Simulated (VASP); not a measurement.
# Pb: single point with PBEsol

Pb:

```
Pb
1.0
     3.03861   -1.75032    0.00000
     3.03861    1.75032    0.00000
    -2.11546    0.00000    6.09522
Pb
2
Direct
  0.90851 0.90851 0.72629
  0.09149 0.09149 0.27371
```

```yaml
Program: VASP 6.6.1
Task: single point
Functional: PBEsol
Potentials_or_basis: VASP PAW PBE potentials, release 64 (Pb_d)
Cutoff: 520 eV
k_mesh: 5 × 5 × 3
Occupations: fermi-dirac, width 0.05 eV
Spin: no spin polarisation
Dipole_correction: no
Further_INCAR_settings: ALGO = Normal; EDIFF = 1e-07; NBANDS = 21
```

```yaml
Pressure: -1.5 GPa
Largest_force: 0.069 eV/Å
Band_gap_on_the_k_mesh: zero (band 14 reaches 12.54 eV, above the bottom of band 15 at 5.64 eV)
```

Forces on the atoms (eV/Å):
```
Pb   0.054  0.000 -0.043
Pb  -0.054  0.000  0.043
```

Stress tensor (GPa, compression positive):
```
-2.60  0.00 -0.10
 0.00 -0.50  0.00
-0.10  0.00 -1.35
```

Levels at points of the mesh, in eV from the Fermi level:
| k point | band 11 | band 12 | band 13 | band 14 | band 15 | band 16 | band 17 | band 18 |
| --- | --- | --- | --- | --- | --- | --- | --- | --- |
| (0.00, 0.00, 0.00) | -11.42 | -8.34 | -3.94 | 6.27 | 6.47 | 6.52 | 6.57 | 6.70 |

Run time: 20 s on 1 thread of Intel Xeon 6975P-C (shared host), peak memory 0.19 GiB.

Caveat: the k points lie up to 0.42 Å⁻¹ apart; the PAW data sets were made with another functional, which shifts forces and pressure a little; spin-orbit coupling is left out, which moves the levels of the heavy elements.
